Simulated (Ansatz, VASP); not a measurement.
AlN: VASP beside Ansatz

Contents of INCAR:

```
SYSTEM = AlN
  PREC = Accurate
  ENCUT = 520
  EDIFF = 1E-7
  ISMEAR = 0
  SIGMA = 0.05
  LREAL = .FALSE.
  LASPH = .TRUE.
  NELM = 60
  ALGO = Normal
  ISIF = 2
  LWAVE = .FALSE.
  LCHARG = .FALSE.
  GGA = CA
  NBANDS = 26
```

The input KPOINTS:

```
Automatic mesh
0
G
  8 6 4
  0 0 0
```

File POSCAR:

```
AlN
1.0
   -1.6378403119      2.8368226349      0.0000000000
    0.0000000000      0.0000000000      4.1006264518
    4.9135209358      2.8368226349      0.0000000000
Al N
4 4
Direct
    0.7257694462      0.7500000000      0.1157407211
    1.0000000000      0.7500000000      0.6666666667
    0.0000000000      0.2500000000      0.3333333333
    0.5000000000      0.2500000000      0.8333333333
    0.5000000000      0.2500000000      0.1666666667
    1.0000000000      0.2500000000      0.6666666667
    0.0000000000      0.7500000000      0.3333333333
    0.5000000000      0.7500000000      0.8333333333
```

Input for Ansatz:

```yaml
crystal:
  lattice:
    - [-1.6378403119, 2.8368226349, 0.0]
    - [0.0, 0.0, 4.1006264518]
    - [4.9135209358, 2.8368226349, 0.0]
  atoms:
    - { symbol: Al, position: [0.7257694462, 0.75, 0.1157407211] }
    - { symbol: Al, position: [1.0, 0.75, 0.6666666667] }
    - { symbol: Al, position: [0.0, 0.25, 0.3333333333] }
    - { symbol: Al, position: [0.5, 0.25, 0.8333333333] }
    - { symbol: "N", position: [0.5, 0.25, 0.1666666667] }
    - { symbol: "N", position: [1.0, 0.25, 0.6666666667] }
    - { symbol: "N", position: [0.0, 0.75, 0.3333333333] }
    - { symbol: "N", position: [0.5, 0.75, 0.8333333333] }
basis:
  ecutwfc: 420
kpoints:
  mp_grid: { grid: [8, 6, 4] }
hamiltonian:
  xc: lda
  pseudopotentials: { kind: paw, azcp: { folder: soft_1 } }
scf:
  occupations: { method: gaussian, width: 0.05 }
output:
  forces: true
  stress: true
  eigenvalues: true
  write_density: true
  write_potential: true
  elf: true
  volumetric_format: npy
```

Alike in both runs: task single point; functional LDA; k mesh 8 × 6 × 4; occupations gaussian, width 0.05 eV; no spin polarisation.

|  | VASP | Ansatz |
| --- | --- | --- |
| version | VASP 6.6.1 | Ansatz 0.2.0 |
| potentials or method | VASP PAW LDA potentials, release 64 (Al, N), cutoff 520 eV | scalar-relativistic, plane waves, PAW |
| valence electrons in the cell | 32 | 32 |

|  | VASP | Ansatz | Ansatz less VASP |
| --- | --- | --- | --- |
| gap on the k mesh at the Fermi level (eV) | 1.95 | 1.95 | +0.006 |
| least direct gap on the mesh (eV) | 1.95 | 1.95 | +0.006 |
| pressure (GPa) | 14.2 | 13.1 | -1.04 |
| traceless stress, the component that is largest in VASP (GPa) | 18.95 | 18.29 | -0.661 |
| rms of the force components (eV/Å) | 3.037 | 2.971 | -0.0658 |

Ansatz warns that its potentials were made for another functional, while VASP's fit it. LDA's correlation is that of Perdew and Zunger in VASP and of Perdew and Wang (1992) in Ansatz. Atom by atom the forces differ by 0.072 eV/Å (rms over components).
